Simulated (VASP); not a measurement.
# TaN (P1) in VASP: a series of runs

Runs on TaN. Level: PBE. Tasks: single point.

Everything below comes from runs of VASP 6.6.1. Logs are shortened: lines on timing, memory, paths and dates and some standing lists are left out, and cuts for length are marked.

## Step 1: The cell of the first run

The typed cell holds 2 atoms: a = 3.082 Å, b = 3.082 Å, c = 3.082 Å, α = 60.00°, β = 60.00°, γ = 60.00°.

## Step 2: Single point, PBE

INCAR

```
PREC = Accurate ; ENCUT = 520
EDIFF = 1E-6 ; ISMEAR = 0
SIGMA = 0.15 ; LREAL = F
LASPH = T ; NELM = 60
ALGO = Normal ; ISIF = 2
LWAVE = F ; LCHARG = F
GGA = PE ; NBANDS = 15
```

KPOINTS

```
Automatic mesh
0
Gamma
  8 8 8
```

POSCAR

```
TaN
1.0
    0.0000000000      2.1790000000      2.1790000000
    2.1790000000      0.0000000000      2.1790000000
    2.1790000000      2.1790000000      0.0000000000
Ta N
1 1
Direct
    0.4898407389      0.5117692611      0.4973192611
    0.0264700000      0.9971200000      0.9852200000
```

Potentials or basis: VASP PAW PBE potentials, release 64 (Ta_pv, N).

Launch:

```sh
cat potpaw_PBE.64/Ta_pv/POTCAR potpaw_PBE.64/N/POTCAR > POTCAR
mpirun -np 1 vasp_std > vasp.out
```

OUTCAR:

```text
PREC = Accurate
   ENCUT = 520
   EDIFF = 1E-6
   ISMEAR = 0
   LREAL = F
   LASPH = T
   NELM = 60
   ISIF = 2
   GGA = PE

 ion  position               nearest neighbor table
   1  0.490  0.512  0.497-   2 2.12   2 2.13   2 2.13   2 2.23   2 2.23   2 2.24
   2  0.026  0.997  0.985-   1 2.12   1 2.13   1 2.13   1 2.23   1 2.23   1 2.24

  LATTYP: Found a face centered cubic cell.
 ALAT       =     4.3580000000

  Lattice vectors:

 A1 = (   0.0000000000,   2.1790000000,   2.1790000000)
 A2 = (   2.1790000000,   0.0000000000,   2.1790000000)
 A3 = (   2.1790000000,   2.1790000000,   0.0000000000)

Analysis of symmetry for initial positions (statically):
=====================================================================
 Subroutine PRICEL returns:
 Original cell was already a primitive cell.

 Routine SETGRP: Setting up the symmetry group for a
 face centered cubic supercell.

 Subroutine GETGRP returns: Found  1 space group operations
 (whereof  1 operations were pure point group operations)
 out of a pool of 48 trial point group operations.

The static configuration has the point symmetry C_1 .

Analysis of symmetry for dynamics (positions and initial velocities):
=====================================================================
 Subroutine PRICEL returns:
 Original cell was already a primitive cell.

 Routine SETGRP: Setting up the symmetry group for a
 face centered cubic supercell.

 Subroutine GETGRP returns: Found  1 space group operations
 (whereof  1 operations were pure point group operations)
 out of a pool of 48 trial point group operations.

The dynamic configuration has the point symmetry C_1 .

 Subroutine INISYM returns: Found  1 space group operations
 (whereof  1 operations are pure point group operations),
 and found     1 'primitive' translations

----------------------------------------------------------------------------------------

                                     Primitive cell

  volume of cell :      20.6920

  direct lattice vectors                    reciprocal lattice vectors
     0.000000000  2.179000000  2.179000000    -0.229463056  0.229463056  0.229463056
     2.179000000  0.000000000  2.179000000     0.229463056 -0.229463056  0.229463056
     2.179000000  2.179000000  0.000000000     0.229463056  0.229463056 -0.229463056

  length of vectors
     3.081571352  3.081571352  3.081571352     0.397441672  0.397441672  0.397441672

  position of ions in fractional coordinates (direct lattice)
     0.489840739  0.511769261  0.497319261
     0.026470000  0.997120000  0.985220000

  ion indices of the primitive-cell ions
   primitive index   ion index
                 1           1
                 2           2

----------------------------------------------------------------------------------------

 KPOINTS: Automatic mesh

Automatic generation of k-mesh.
 Grid dimensions read from file:
 generate k-points for:    8    8    8

 Generating k-lattice:

  Cartesian coordinates                     Fractional coordinates (reciprocal lattice)
    -0.028682882  0.028682882  0.028682882     0.125000000  0.000000000  0.000000000
     0.028682882 -0.028682882  0.028682882     0.000000000  0.125000000  0.000000000
     0.028682882  0.028682882 -0.028682882     0.000000000  0.000000000  0.125000000

  Length of vectors
     0.049680209  0.049680209  0.049680209

  Shift w.r.t. Gamma in fractional coordinates (k-lattice)
     0.000000000  0.000000000  0.000000000

 Subroutine IBZKPT returns following result:
 ===========================================

 Found    260 irreducible k-points:

 Following reciprocal coordinates:
            Coordinates               Weight
  0.000000  0.000000  0.000000      1.000000
  0.125000  0.000000  0.000000      2.000000
  0.000000  0.125000  0.000000      2.000000
  0.000000  0.000000  0.125000      2.000000
  0.125000  0.125000  0.125000      2.000000
  0.250000  0.000000  0.000000      2.000000
[... 16 lines left out ...]
  0.125000  0.000000  0.250000      2.000000
  0.125000  0.125000 -0.125000      2.000000
 [... further k-points ...]
   k-points           NKPTS =    260   k-points in BZ     NKDIM =    260   number of bands    NBANDS=     15
   number of dos      NEDOS =    301   number of ions     NIONS =      2
   total plane-waves  NPLWV =  13824
   dimension x,y,z NGX =    24 NGY =   24 NGZ =   24
   dimension x,y,z NGXF=    48 NGYF=   48 NGZF=   48
   ions per type =               1   1
   NGX,Y,Z   is equivalent  to a cutoff of  12.95, 12.95, 12.95 a.u.
   NGXF,Y,Z  is equivalent  to a cutoff of  25.90, 25.90, 25.90 a.u.
 SYSTEM =  unknown system
   PREC   = accura    normal or accurate (medium, high low for compatibility)
   ISTART =      0    job   : 0-new  1-cont  2-samecut
   ICHARG =      2    charge: 1-file 2-atom 10-const
   ISPIN  =      1    spin polarized calculation?
   LNONCOLLINEAR =      F non collinear calculations
   LSORBIT =      F    spin-orbit coupling
   LASPH  =      T    aspherical Exc in radial PAW
   ENCUT  =  520.0 eV  38.22 Ry    6.18 a.u.   5.73  5.73  5.73*2*pi/ulx,y,z
   NELM   =     60;   NELMIN=  2; NELMDL= -5     # of ELM steps
   EDIFF  = 0.1E-05   stopping-criterion for ELM
   LREAL  =      F    real-space projection
   EDIFFG = 0.1E-04   stopping-criterion for IOM
   NSW    =      0    number of steps for IOM
   IBRION =     -1    ionic relax: 0-MD 1-quasi-New 2-CG
   NFREE  =      0    steps in history (QN), initial steepest desc. (CG)
   ISIF   =      2    stress and relaxation
   ISYM   =      2    0-nonsym 1-usesym 2-fastsym
   POTIM  = 0.5000    time-step for ionic-motion
   TEBEG  =    0.0;   TEEND  =   0.0 temperature during run
   PSTRESS=    0.0 pullay stress
   NELECT =      16.0000    total number of electrons
   NUPDOWN=      -1.0000    fix difference up-down
   EMIN   =  10.00;   EMAX   =-10.00  energy-range for DOS
   EFERMI =   0.00;   METHOD = LEGACY
   ISMEAR =     0;   SIGMA  =   0.15  broadening in eV -4-tet -1-fermi 0-gaus
   EFERMI_NEDOS =   21; number of points for ismear=-14 and -15
   IALGO  =     38    algorithm
   IMIX   =      4    mixing-type and parameters
     AMIX     =   0.40;   BMIX     =  1.00
     AMIX_MAG =   1.60;   BMIX_MAG =  1.00
  volume/ion in A,a.u.               =      10.35        69.82
  Fermi-wavevector in a.u.,A,eV,Ry     =   1.502615  2.839530 30.719922  2.257851
  Thomas-Fermi vector in A             =   2.613832
   LORBIT       =      0    0 simple, 1 ext, 2 COOP (PROOUT), +10 PAW based schemes
   GGA     = PE    functional components
   LHFCALC =     F    Hartree Fock is set to
   AEXX    =    0.0000 exact exchange contribution
   IVDW    =     0    specifies the selected vdW correction
   LEPSILON=     F    determine dielectric tensor
   LRPA    =     F    only Hartree local field effects (RPA)
 non-spin polarized calculation
 Gauss-broadening in eV      SIGMA  =   0.15
  energy-cutoff  :      520.00
  volume of cell :       20.69
 maximum number of plane-waves:       568
   NGX = 11   NGY = 11   NGZ = 11

 number of electron      16.0000000 magnetization

 Free energy of the ion-electron system (eV)
  ---------------------------------------------------
  ext. energy  EPLUGINS =         0.00000000
  ---------------------------------------------------
  free energy    TOTEN  =       -21.71833536 eV

  energy without entropy =      -21.70701185  energy(sigma->0) =      -21.71267361

 E-fermi :   9.9007     XC(G=0): -13.5836

 val. band max:        9.8683552073   @ k =  -0.1250   0.1250   0.0000
 cond. band min:       9.9685605455   @ k =   0.1250  -0.3750   0.2500
 fundamental gap:      0.1002053382
 Fermi energy:         9.9007391609

 k-point     1 :       0.0000    0.0000    0.0000
  band No.  band energies     occupation
      1     -25.8435      2.00000
      2     -25.8426      2.00000
      3     -25.8410      2.00000
      4      -9.2314      2.00000
      5       5.6595      2.00000
      6       5.7533      2.00000
      7       5.7651      2.00000
      8       7.7492      2.00000
      9       7.7890      2.00000
     10       8.0362      2.00000
     11      10.0743      0.10170
     12      10.1040      0.05535
     13      11.5911      0.00000
     14      19.2491      0.00000
     15      22.3215      0.00000

 k-point     2 :       0.1250    0.0000    0.0000
  band No.  band energies     occupation
      1     -25.9904      2.00000
      2     -25.8568      2.00000
      3     -25.8559      2.00000
      4      -8.8434      2.00000
      5       4.2682      2.00000
      6       4.7720      2.00000
      7       4.7743      2.00000
      8       8.2498      2.00000
      9       8.2659      2.00000
     10       8.4161      2.00000
     11      11.4335      0.00000
     12      11.4501      0.00000
     13      12.6418      0.00000
     14      20.4097      0.00000
     15      22.3210      0.00000

 k-point     3 :       0.0000    0.1250    0.0000
  band No.  band energies     occupation
      1     -25.9932      2.00000
      2     -25.8569      2.00000
      3     -25.8541      2.00000
      4      -8.8411      2.00000
      5       4.1340      2.00000
      6       4.7955      2.00000
      7       4.9965      2.00000
      8       8.0811      2.00000
      9       8.2100      2.00000
     10       8.4495      2.00000
     11      11.4662      0.00000
     12      11.5013      0.00000
     13      12.6339      0.00000
     14      20.4057      0.00000
     15      22.3210      0.00000
[... 343 lines left out ...]
 k-point    23 :       0.1250    0.0000    0.2500
  band No.  band energies     occupation
      1     -26.2388      2.00000
      2     -25.9358      2.00000
      3     -25.9144      2.00000
      4      -8.0468      2.00000
      5       2.0200      2.00000
      6       3.9573      2.00000
      7       4.3132      2.00000
      8       7.2912      2.00000
      9      10.0630      0.12613
     10      10.1579      0.01533
     11      12.0515      0.00000
     12      12.8317      0.00000
     13      16.0090      0.00000
     14      22.3175      0.00000
     15      22.7287      0.00000

 k-point    24 :       0.1250    0.1250   -0.1250
  band No.  band energies     occupation
      1     -26.2367      2.00000
      2     -25.9346      2.00000
      3     -25.9169      2.00000
      4      -8.0485      2.00000
      5       2.0139      2.00000
      6       3.8467      2.00000
      7       4.4520      2.00000
      8       7.2066      2.00000
      9      10.0940      0.06839
     10      10.2295      0.00194
     11      12.0566      0.00000
     12      12.8041      0.00000
     13      16.0049      0.00000
     14      22.3175      0.00000
     15      22.7308      0.00000

 [... further k-points ...]
[... 5 lines left out ...]
  --------------------------------------------------------------------------------------
  -------------------------------------------------------------------------------------
  Total        2.2807019      2.2457778      2.2080739      0.0899482     -0.0709624      0.0788511
  in kB      176.5945991    173.8904298    170.9710166      6.9646863     -5.4946174      6.1054342
  external PRESSURE =     173.8186818 kB  Pullay stress =       0.0000000 kB

 VOLUME and BASIS-vectors are now :
 -----------------------------------------------------------------------------
  energy-cutoff  :      520.00
  volume of cell :       20.69
      direct lattice vectors                 reciprocal lattice vectors
     0.000000000  2.179000000  2.179000000    -0.229463056  0.229463056  0.229463056
     2.179000000  0.000000000  2.179000000     0.229463056 -0.229463056  0.229463056
     2.179000000  2.179000000  0.000000000     0.229463056  0.229463056 -0.229463056

 POSITION                                       TOTAL-FORCE (eV/Angst)
 -----------------------------------------------------------------------------------
      2.19880      2.15102      2.18251        -0.606514      0.551800      0.490402
      4.31952      2.20447      2.23040         0.606514     -0.551800     -0.490402
 -----------------------------------------------------------------------------------
    total drift:                                0.000098     -0.000049     -0.000012

  FREE ENERGIE OF THE ION-ELECTRON SYSTEM (eV)
  ---------------------------------------------------
  free  energy   TOTEN  =       -21.7183353647 eV

  energy  without entropy=      -21.7070118479  energy(sigma->0) =      -21.71267361
```

It took 32 s on 1 thread of Intel Xeon Platinum 8488C (Sapphire Rapids), shared host; peak memory 0.2 GiB.

What came out:

```
Free energy            : -21.7183 eV
Pressure               : 17.4 GPa
Largest force          : 0.955 eV/Å
Band gap on the k mesh : zero (band 8 reaches 11.87 eV, above the bottom of band 9 at 7.79 eV)
```

Forces in eV/Å, atoms in the order of the input:
```
Ta  -0.607  0.552  0.490
N    0.607 -0.552 -0.490
```

Stress tensor (GPa, compression positive):
```
17.66  0.70  0.61
 0.70 17.39 -0.55
 0.61 -0.55 17.10
```

Caveat: spin-orbit coupling is left out, which moves the levels of the heavy elements.

[end of part 1 of 2]
